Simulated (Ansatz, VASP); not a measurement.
K3Ag: VASP beside Ansatz

```
K Ag
1.0
     5.80503    0.01250    0.05352
     0.01250    5.76941    0.05513
     0.05352    0.05513    5.78721
K Ag
3 1
Direct
  0.50163 0.00045 0.99940
  0.99371 0.50523 0.99546
  0.99701 0.99713 0.50153
  0.49994 0.49759 0.49846
```

Alike in both runs: task single point; functional LDA; k mesh 3 × 3 × 3; occupations fermi-dirac, width 0.1 eV; no spin polarisation.

|  | VASP | Ansatz |
| --- | --- | --- |
| version | VASP 6.6.1 | Ansatz 0.2.0 |
| potentials or method | VASP PAW LDA potentials, release 64 (K_sv, Ag), cutoff 520 eV | plane waves, PAW |
| valence electrons in the cell | 38 | 46 |

```csv
,VASP,Ansatz,Ansatz less VASP
pressure (GPa),-1.0,-1.0,+0.01
"traceless stress, the component that is largest in VASP (GPa)",-0.05,-0.05,0.000
rms of the force components (eV/Å),0.023,0.023,-0.0001
```

LDA's correlation is that of Perdew and Zunger in VASP and of Perdew and Wang (1992) in Ansatz. Atom by atom the forces differ by 0.000 eV/Å (rms over components). VASP's potentials hold 38 valence electrons a cell and Ansatz's 46, so a difference there can come from the potentials and not from the codes. Ansatz's warnings: stress scf threshold loose.

The k mesh is coarse, so the values compare programs but aren't converged.
